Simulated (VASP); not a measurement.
Ta11Si24 (a cell with a defect), 35 atoms in the cell. The cell holds a defect, 35 atoms: a = 8.120 Å, b = 8.120 Å, c = 9.560 Å, α = 72.88°, β = 72.88°, γ = 61.30°. 

| Item | Value |
| --- | --- |
| Program | VASP 6.6.1 |
| Task | single point |
| Functional | LDA |
| Potentials or basis | VASP PAW LDA potentials, release 64 (Ta_pv, Si) |
| Cutoff | 520 eV |
| k mesh | 2 × 2 × 1 |
| Occupations | gaussian, width 0.02 eV |
| Spin | no spin polarisation |
| Dipole correction | no |
| Charge | -1 |
| Further INCAR settings | LREAL = Auto; ALGO = Normal; EDIFF = 1e-06; NBANDS = 132; NELECT = 218.0 |

Potentials or basis: VASP PAW LDA potentials, release 64 (Ta_pv, Si).

Run with:

```bash
$ cat potpaw_LDA.64/Ta_pv/POTCAR potpaw_LDA.64/Si/POTCAR > POTCAR
$ mpirun -np 1 vasp_std > vasp.out
```

Hardware: 1 thread of Intel Xeon 8259CL, with other jobs on the host.

**Question.** Estimate the wall time of this run.

**Answer.** Run time: 15 min on 1 thread of Intel Xeon 8259CL, with other jobs on the host, peak memory 0.5 GiB. Counts: scf iterations 16, k points 4.
